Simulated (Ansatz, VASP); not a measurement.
# One calculation of V, two programs

```
V
1.0
    -1.51614    1.51614    1.51614
     1.51614   -1.51614    1.51614
     1.51614    1.51614   -1.51614
V
1
Direct
  0.00000 0.00000 0.00000
```

Alike in both runs: task relaxation of cell and atoms; functional PBEsol; k mesh 10 × 10 × 10; occupations gaussian, width 0.1 eV; no spin polarisation.

|  | VASP | Ansatz |
| --- | --- | --- |
| version | VASP 6.6.1 | Ansatz 0.2.0 |
| potentials or method | VASP PAW PBE potentials, release 64 (V_sv), cutoff 600 eV | scalar-relativistic, plane waves, PAW |
| valence electrons in the cell | 13 | 13 |

Ansatz gave:

```
gap on the k mesh at the Fermi level, each at its own relaxed structure (eV) : none
relaxed volume (Å³/atom)                                                     : 13.05
relaxed cell length with the largest relative difference (Å)                 : 2.569
```

Which values does VASP return?

gap on the k mesh at the Fermi level, each at its own relaxed structure (eV): none; relaxed volume (Å³/atom): 13.06; relaxed cell length with the largest relative difference (Å): 2.569.

VASP's potentials were made for PBE, not for PBEsol. A gap of «none» marks a metal or a gap that the smearing closes.
